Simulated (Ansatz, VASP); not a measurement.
**Two plane-wave programs on GaIr3**

File INCAR:

```
  PREC = Accurate
  ENCUT = 500
  EDIFF = 1E-6
  ISMEAR = 0
  SIGMA = 0.2
  LREAL = False
  LASPH = True
  NELM = 120
  ALGO = Normal
  ISIF = 2
  LWAVE = False
  LCHARG = False
  GGA = PE
  NBANDS = 50
  GGA_COMPAT = False
```

File KPOINTS:

```
Automatic mesh
0
Gamma
  6 6 4
```

Contents of POSCAR:

```
GaIr3
1.0
    2.7806863091     -3.7688922271      0.0000000000
    2.7806863091      3.7688922271      0.0000000000
    0.0000000000      0.0000000000      5.5350829467
Ga Ir
2 6
Direct
    0.0000000000      0.0000000000      0.0000000000
    0.0000000000      0.0000000000      0.5000000000
    0.5000000000      0.5000000000      0.0000000000
    0.5000000000      0.5000000000      0.5000000000
    0.0000000000      0.5000000000      0.2500000000
    0.0000000000      0.5000000000      0.7500000000
    0.5000000000      1.0000000000      0.2500000000
    0.5000000000      1.0000000000      0.7500000000
```

Input for Ansatz:

```yaml
crystal:
  lattice:
    - [2.7806863091, -3.7688922271, 0.0]
    - [2.7806863091, 3.7688922271, 0.0]
    - [0.0, 0.0, 5.5350829467]
  atoms:
    - { symbol: Ga, position: [0.0, 0.0, 0.0] }
    - { symbol: Ga, position: [0.0, 0.0, 0.5] }
    - { symbol: Ir, position: [0.5, 0.5, 0.0] }
    - { symbol: Ir, position: [0.5, 0.5, 0.5] }
    - { symbol: Ir, position: [0.0, 0.5, 0.25] }
    - { symbol: Ir, position: [0.0, 0.5, 0.75] }
    - { symbol: Ir, position: [0.5, 1.0, 0.25] }
    - { symbol: Ir, position: [0.5, 1.0, 0.75] }
basis:
  ecutwfc: 420
kpoints:
  mp_grid: { grid: [6, 6, 4] }
hamiltonian:
  xc: pbe
scf:
  occupations: { method: gaussian, width: 0.2 }
  lower_state_search: "off"
output:
  forces: true
  stress: true
  eigenvalues: true
```

Alike in both runs: task single point; functional PBE; k mesh 6 × 6 × 4; occupations gaussian, width 0.2 eV; no spin polarisation.

|  | VASP | Ansatz |
| --- | --- | --- |
| version | VASP 6.6.1 | Ansatz 0.2.0 |
| potentials or method | VASP PAW PBE potentials, release 64 (Ga_d, Ir), cutoff 500 eV | scalar-relativistic, plane waves, PAW |
| valence electrons in the cell | 80 | 128 |

Ansatz gave:

```
gap on the k mesh at the Fermi level (eV)                     : none
pressure (GPa)                                                : 0.0
traceless stress, the component that is largest in VASP (GPa) : -0.17
```

Question: What did VASP give for the same quantities?

Answer: gap on the k mesh at the Fermi level (eV): none; pressure (GPa): 0.4; traceless stress, the component that is largest in VASP (GPa): -0.20.

A gap of «none» marks a metal or a gap that the smearing closes. VASP's potentials hold 80 valence electrons a cell and Ansatz's 128, so a difference there can come from the potentials and not from the codes.

Spin-orbit coupling is off throughout.
